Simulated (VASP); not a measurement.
A run of VASP 6.6.1 is set up as follows.

Contents of INCAR:

```
SYSTEM = Al
PREC = Accurate ; ENCUT = 520
EDIFF = 1E-6 ; ISMEAR = 0
SIGMA = 0.15 ; LREAL = .FALSE.
LASPH = .TRUE. ; NELM = 80
ALGO = Normal ; ISIF = 2
LWAVE = .FALSE. ; LCHARG = .FALSE.
GGA = PS ; NBANDS = 8
```

KPOINTS

```
Automatic mesh
0
G
  20 20 20
  0 0 0
```

The input POSCAR:

```
Al
1.0
   -1.6707796245      1.6707796245      1.6707796245
    1.6707796245     -1.6707796245      1.6707796245
    1.6707796245      1.6707796245     -1.6707796245
Al
1
Direct
    0.0000000000      0.0000000000      0.0000000000
```

Potentials or basis: VASP PAW PBE potentials, release 64 (Al).

Launch:

```console
$ cat potpaw_PBE.64/Al/POTCAR > POTCAR
$ mpirun -np 1 vasp_std > vasp.out
```

(1) What does it give for the pressure?

Results:

(1) -6.6 GPa.

Caveat: the cell differs from its parent crystal (strain +0.050 along x and y, +0.050 along z); the PAW data sets were made with another functional, which shifts forces and pressure a little.
